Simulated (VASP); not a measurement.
The system is Li2O.

```
Li O
1.0
     0.00000    2.31319    2.31319
     2.31319    0.00000    2.31319
     2.31319    2.31319    0.00000
Li O
2 1
Direct
  0.75000 0.75000 0.75000
  0.25000 0.25000 0.25000
  0.50000 0.50000 0.50000
```

Program: VASP 6.6.1. Alike in all runs: task single point; potentials or basis VASP PAW PBE potentials, release 64 (Li_sv, O); no spin polarisation; cell as given; smearing gaussian 0.02 eV.

Question: Order these runs on this cell by their band gap on the k mesh, lowest first.
A. level PBE; k mesh 8 × 8 × 8; cutoff (eV) 750
B. level r2SCAN; k mesh 8 × 8 × 8; cutoff (eV) 830
C. level PBE; k mesh 8 × 8 × 8, shifted; cutoff (eV) 750

Answer: A (4.97 eV), C (5.14 eV), B (5.66 eV).

Caveats: a shifted mesh leaves out Γ, where band edges can lie (at least some runs).

A k mesh can miss the band edges.
